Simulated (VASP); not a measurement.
# Au (Fd-3m) in VASP: notebook

The runs below take Au through single point, with PBE.

Program: VASP 6.6.1. These are calculated values, not measurements. Logs are shortened: lines on timing, memory, paths and dates and some standing lists are left out, and cuts for length are marked.

### 1 The cell of the first run

The structure is cubic, space group Fd-3m (No. 227). Conventional cell: a = 5.897 Å, b = 5.897 Å, c = 5.897 Å, α = 90.00°, β = 90.00°, γ = 90.00°. Within 3.4 Å of Au (site symmetry -43m) lie 4 Au at 2.55 Å.

### 2 Single point, PBE

File INCAR:

```
ALGO     = Normal         # electronic algorithm
EDIFF    = 1E-6           # SCF threshold, eV
ENCUT    = 520            # plane-wave cutoff, eV
GGA      = PE             # functional
ISIF     = 2              # what is computed and relaxed
ISMEAR   = 0              # smearing method
LASPH    = True           # aspherical terms in the spheres
LCHARG   = False          # write CHGCAR
LREAL    = False          # projectors in reciprocal space
LWAVE    = False          # write WAVECAR
NBANDS   = 18             # bands
NELM     = 80             # most SCF steps
PREC     = Accurate       # precision mode
SIGMA    = 0.1            # smearing width, eV
```

File KPOINTS:

```
k-points
0
Gamma
  8 8 8
```

File POSCAR:

```
Au
1.0
    0.0000000000      2.9485896496      2.9485896496
    2.9485896496      0.0000000000      2.9485896496
    2.9485896496      2.9485896496      0.0000000000
Au
2
Direct
    0.0000000000      0.0000000000      0.0000000000
    0.2500000000      0.2500000000      0.2500000000
```

Potentials or basis: VASP PAW PBE potentials, release 64 (Au).

On the command line:

```sh
$ cat potpaw_PBE.64/Au/POTCAR > POTCAR
$ mpirun -np 1 vasp_std > vasp.out
```

OUTCAR:

```text
EDIFF = 1E-6
   ENCUT = 520
   GGA = PE
   ISIF = 2
   ISMEAR = 0
   LASPH = True
   LREAL = False
   NELM = 80
   PREC = Accurate

 ion  position               nearest neighbor table
   1  0.000  0.000  0.000-   2 2.55   2 2.55   2 2.55   2 2.55
   2  0.250  0.250  0.250-   1 2.55   1 2.55   1 2.55   1 2.55

  LATTYP: Found a face centered cubic cell.
 ALAT       =     5.8971792992

  Lattice vectors:

 A1 = (   0.0000000000,   2.9485896496,   2.9485896496)
 A2 = (   2.9485896496,   0.0000000000,   2.9485896496)
 A3 = (   2.9485896496,   2.9485896496,   0.0000000000)

Analysis of symmetry for initial positions (statically):
=====================================================================
 Subroutine PRICEL returns:
 Original cell was already a primitive cell.

 Routine SETGRP: Setting up the symmetry group for a
 face centered cubic supercell.

 Subroutine GETGRP returns: Found 48 space group operations
 (whereof 24 operations were pure point group operations)
 out of a pool of 48 trial point group operations.

The static configuration has the point symmetry T_d .
 The point group associated with its full space group is O_h .

Analysis of symmetry for dynamics (positions and initial velocities):
=====================================================================
 Subroutine PRICEL returns:
 Original cell was already a primitive cell.

 Routine SETGRP: Setting up the symmetry group for a
 face centered cubic supercell.

 Subroutine GETGRP returns: Found 48 space group operations
 (whereof 24 operations were pure point group operations)
 out of a pool of 48 trial point group operations.

The dynamic configuration has the point symmetry T_d .
 The point group associated with its full space group is O_h .

 Subroutine INISYM returns: Found 48 space group operations
 (whereof 24 operations are pure point group operations),
 and found     1 'primitive' translations

----------------------------------------------------------------------------------------

                                     Primitive cell

  volume of cell :      51.2711

  direct lattice vectors                    reciprocal lattice vectors
     0.000000000  2.948589650  2.948589650    -0.169572596  0.169572596  0.169572596
     2.948589650  0.000000000  2.948589650     0.169572596 -0.169572596  0.169572596
     2.948589650  2.948589650  0.000000000     0.169572596  0.169572596 -0.169572596

  length of vectors
     4.169935472  4.169935472  4.169935472     0.293708351  0.293708351  0.293708351

  position of ions in fractional coordinates (direct lattice)
     0.000000000  0.000000000  0.000000000
     0.250000000  0.250000000  0.250000000

  ion indices of the primitive-cell ions
   primitive index   ion index
                 1           1
                 2           2

----------------------------------------------------------------------------------------

 KPOINTS: k-points

Automatic generation of k-mesh.
 Grid dimensions read from file:
 generate k-points for:    8    8    8

 Generating k-lattice:

  Cartesian coordinates                     Fractional coordinates (reciprocal lattice)
    -0.021196574  0.021196574  0.021196574     0.125000000  0.000000000  0.000000000
     0.021196574 -0.021196574  0.021196574     0.000000000  0.125000000  0.000000000
     0.021196574  0.021196574 -0.021196574     0.000000000  0.000000000  0.125000000

  Length of vectors
     0.036713544  0.036713544  0.036713544

  Shift w.r.t. Gamma in fractional coordinates (k-lattice)
     0.000000000  0.000000000  0.000000000

 Subroutine IBZKPT returns following result:
 ===========================================

 Found     29 irreducible k-points:

 Following reciprocal coordinates:
            Coordinates               Weight
  0.000000  0.000000  0.000000      1.000000
  0.125000  0.000000  0.000000      8.000000
  0.250000  0.000000  0.000000      8.000000
  0.375000  0.000000  0.000000      8.000000
  0.500000  0.000000  0.000000      4.000000
  0.125000  0.125000  0.000000      6.000000
[... 16 lines left out ...]
  0.500000  0.250000  0.125000     48.000000
 -0.375000  0.250000  0.125000     24.000000
 [... further k-points ...]
   k-points           NKPTS =     29   k-points in BZ     NKDIM =     29   number of bands    NBANDS=     18
   number of dos      NEDOS =    301   number of ions     NIONS =      2
   total plane-waves  NPLWV =  32768
   dimension x,y,z NGX =    32 NGY =   32 NGZ =   32
   dimension x,y,z NGXF=    64 NGYF=   64 NGZF=   64
   ions per type =               2
   NGX,Y,Z   is equivalent  to a cutoff of  12.76, 12.76, 12.76 a.u.
   NGXF,Y,Z  is equivalent  to a cutoff of  25.52, 25.52, 25.52 a.u.
 SYSTEM =  unknown system
   PREC   = accura    normal or accurate (medium, high low for compatibility)
   ISTART =      0    job   : 0-new  1-cont  2-samecut
   ICHARG =      2    charge: 1-file 2-atom 10-const
   ISPIN  =      1    spin polarized calculation?
   LNONCOLLINEAR =      F non collinear calculations
   LSORBIT =      F    spin-orbit coupling
   LASPH  =      T    aspherical Exc in radial PAW
   ENCUT  =  520.0 eV  38.22 Ry    6.18 a.u.   7.75  7.75  7.75*2*pi/ulx,y,z
   NELM   =     80;   NELMIN=  2; NELMDL= -5     # of ELM steps
   EDIFF  = 0.1E-05   stopping-criterion for ELM
   LREAL  =      F    real-space projection
   EDIFFG = 0.1E-04   stopping-criterion for IOM
   NSW    =      0    number of steps for IOM
   IBRION =     -1    ionic relax: 0-MD 1-quasi-New 2-CG
   NFREE  =      0    steps in history (QN), initial steepest desc. (CG)
   ISIF   =      2    stress and relaxation
   ISYM   =      2    0-nonsym 1-usesym 2-fastsym
   POTIM  = 0.5000    time-step for ionic-motion
   TEBEG  =    0.0;   TEEND  =   0.0 temperature during run
   PSTRESS=    0.0 pullay stress
   NELECT =      22.0000    total number of electrons
   NUPDOWN=      -1.0000    fix difference up-down
   EMIN   =  10.00;   EMAX   =-10.00  energy-range for DOS
   EFERMI =   0.00;   METHOD = LEGACY
   ISMEAR =     0;   SIGMA  =   0.10  broadening in eV -4-tet -1-fermi 0-gaus
   EFERMI_NEDOS =   21; number of points for ismear=-14 and -15
   IALGO  =     38    algorithm
   IMIX   =      4    mixing-type and parameters
     AMIX     =   0.40;   BMIX     =  1.00
     AMIX_MAG =   1.60;   BMIX_MAG =  1.00
  volume/ion in A,a.u.               =      25.64       173.00
  Fermi-wavevector in a.u.,A,eV,Ry     =   1.234785  2.333406 20.744725  1.524694
  Thomas-Fermi vector in A             =   2.369461
   LORBIT       =      0    0 simple, 1 ext, 2 COOP (PROOUT), +10 PAW based schemes
   GGA     = PE    functional components
   LHFCALC =     F    Hartree Fock is set to
   AEXX    =    0.0000 exact exchange contribution
   IVDW    =     0    specifies the selected vdW correction
   LEPSILON=     F    determine dielectric tensor
   LRPA    =     F    only Hartree local field effects (RPA)
 non-spin polarized calculation
 Gauss-broadening in eV      SIGMA  =   0.10
  energy-cutoff  :      520.00
  volume of cell :       51.27
 maximum number of plane-waves:      1411
   NGX = 15   NGY = 15   NGZ = 15

 number of electron      21.9999998 magnetization

 Free energy of the ion-electron system (eV)
  ---------------------------------------------------
  ext. energy  EPLUGINS =         0.00000000
  ---------------------------------------------------
  free energy    TOTEN  =        -4.82829676 eV

  energy without entropy =       -4.82619777  energy(sigma->0) =       -4.82724726

 E-fermi :   4.0709     XC(G=0):  -9.9988

 val. band max:        3.8414405201   @ k =  -0.3750   0.3750   0.1250
 cond. band min:       4.1173953629   @ k =  -0.3750   0.3750   0.0000
 fundamental gap:      0.2759548428
 Fermi energy:         4.0709247586

 k-point     1 :       0.0000    0.0000    0.0000
  band No.  band energies     occupation
      1      -2.6546      2.00000
      2      -0.6040      2.00000
      3      -0.6040      2.00000
      4      -0.5620      2.00000
      5      -0.5620      2.00000
      6      -0.5620      2.00000
[... 10 lines left out ...]
     17      15.4558      0.00000
     18      15.4558      0.00000

 k-point     2 :       0.1250    0.0000    0.0000
  band No.  band energies     occupation
      1      -2.4518      2.00000
      2      -0.7665      2.00000
      3      -0.7665      2.00000
      4      -0.5775      2.00000
      5      -0.3410      2.00000
      6      -0.3410      2.00000
[... 10 lines left out ...]
     17      16.3362      0.00000
     18      16.3661      0.00000

 k-point     3 :       0.2500    0.0000    0.0000
  band No.  band energies     occupation
      1      -1.9249      2.00000
      2      -0.8255      2.00000
      3      -0.8255      2.00000
      4      -0.6119      2.00000
      5      -0.1848      2.00000
      6      -0.1848      2.00000
[... 10 lines left out ...]
     17      16.5507      0.00000
     18      16.5507      0.00000

 k-point     4 :       0.3750    0.0000    0.0000
  band No.  band energies     occupation
      1      -1.3684      2.00000
      2      -0.7652      2.00000
      3      -0.7652      2.00000
      4      -0.6521      2.00000
      5      -0.2225      2.00000
      6      -0.2225      2.00000
[... 375 lines left out ...]
      4      -0.5867      2.00000
      5      -0.2015      2.00000
      6       0.2254      2.00000
[... 10 lines left out ...]
     17      16.5087      0.00000
     18      18.3697      0.00000

 k-point    23 :       0.5000    0.2500    0.1250
  band No.  band energies     occupation
      1      -1.0414      2.00000
      2      -1.0294      2.00000
      3      -0.8557      2.00000
      4      -0.5529      2.00000
      5      -0.1138      2.00000
      6       0.2782      2.00000
[... 10 lines left out ...]
     17      16.4881      0.00000
     18      18.6104      0.00000

 k-point    24 :      -0.3750    0.2500    0.1250
  band No.  band energies     occupation
      1      -1.0385      2.00000
      2      -0.9347      2.00000
      3      -0.7976      2.00000
      4      -0.5732      2.00000
      5      -0.0108      2.00000
      6       0.1736      2.00000
[... 10 lines left out ...]
     17      18.5204      0.00000
     18      18.6733      0.00000

 [... further k-points ...]
[... 5 lines left out ...]
  --------------------------------------------------------------------------------------
  -------------------------------------------------------------------------------------
  Total        3.1494043      3.1494043      3.1494043      0.0000000     -0.0000000      0.0000000
  in kB       98.4160648     98.4160648     98.4160648      0.0000000     -0.0000000      0.0000000
  external PRESSURE =      98.4160648 kB  Pullay stress =       0.0000000 kB

 VOLUME and BASIS-vectors are now :
 -----------------------------------------------------------------------------
  energy-cutoff  :      520.00
  volume of cell :       51.27
      direct lattice vectors                 reciprocal lattice vectors
     0.000000000  2.948589650  2.948589650    -0.169572596  0.169572596  0.169572596
     2.948589650  0.000000000  2.948589650     0.169572596 -0.169572596  0.169572596
     2.948589650  2.948589650  0.000000000     0.169572596  0.169572596 -0.169572596

 POSITION                                       TOTAL-FORCE (eV/Angst)
 -----------------------------------------------------------------------------------
      0.00000      0.00000      0.00000         0.000000      0.000000      0.000000
      1.47429      1.47429      1.47429        -0.000000     -0.000000     -0.000000
 -----------------------------------------------------------------------------------
    total drift:                               -0.000000      0.000000      0.000000

  FREE ENERGIE OF THE ION-ELECTRON SYSTEM (eV)
  ---------------------------------------------------
  free  energy   TOTEN  =        -4.8282967585 eV

  energy  without entropy=       -4.8261977692  energy(sigma->0) =       -4.82724726
```

Run time: 12 s. Hardware: 1 thread of AMD EPYC 9R45 (Zen 5), shared host; peak memory 0.15 GiB.

What came out:

```
Free energy            : -4.8283 eV
Pressure               : 9.8 GPa
Band gap on the k mesh : zero (band 11 reaches 4.44 eV, above the bottom of band 12 at 3.79 eV)
```

Caveat: spin-orbit coupling is left out, which moves the levels of the heavy elements.

(Part 1 of 2 ends here.)
